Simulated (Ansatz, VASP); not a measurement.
**Two plane-wave programs on H2CO**

```
O C H
1.0
     8.59253    0.00000    0.00000
     0.00000    8.59253    0.00000
     0.00000    0.00000    8.59253
O C H
8 8 16
Cartesian
  2.6281 3.9896 7.4300
  8.3068 8.2641 0.8828
  8.3230 3.9712 1.8997
  5.9499 3.0485 6.5416
  4.7534 0.6750 2.0504
  4.9059 4.9335 2.2897
  1.2910 -0.0607 5.3069
  6.0377 7.5968 5.8305
  2.6182 4.5356 6.3485
  8.0818 7.0719 0.8245
  8.5325 2.8155 1.6074
  5.9258 2.5357 5.4380
  4.7827 0.9304 0.8652
  4.9660 4.6925 1.1062
  0.8166 0.2867 6.3640
  5.7847 6.9843 4.8096
  2.6190 5.6478 6.2465
  2.6096 3.9580 5.3929
  8.3850 6.4511 -0.0546
  7.5421 6.5285 1.6381
  8.6785 2.4907 0.5502
  8.6024 1.9993 2.3723
  5.8869 3.1576 4.5113
  5.9438 1.4281 5.3081
  5.7220 0.8751 0.2655
  3.8727 1.2505 0.3005
  5.1524 5.4787 0.3345
  4.8307 3.6676 0.6889
  0.1257 1.1602 6.4513
  1.0414 -0.2433 7.3212
  5.5761 7.5063 3.8490
  5.7450 5.8705 4.7988
```

Alike in both runs: functional PBE; k mesh 1 × 1 × 1; occupations fermi-dirac, width 0.05 eV; no spin polarisation.

Ansatz relaxed the structure, and its values are those at the end. VASP's run is a single point on that final structure, the one shown.

|  | VASP | Ansatz |
| --- | --- | --- |
| version | VASP 6.6.1 | Ansatz 0.2.0 |
| potentials or method | VASP PAW PBE potentials, release 64 (O_h, C_h, H_h), cutoff 1000 eV | scalar-relativistic, plane waves, PAW |
| valence electrons in the cell | 96 | 96 |

```tsv
	VASP	Ansatz	Ansatz less VASP
rms of the force components (eV/Å)	0.075	0.076	+0.0006
```

The functional is the same, so the differences come from potentials, cutoffs and numerics.
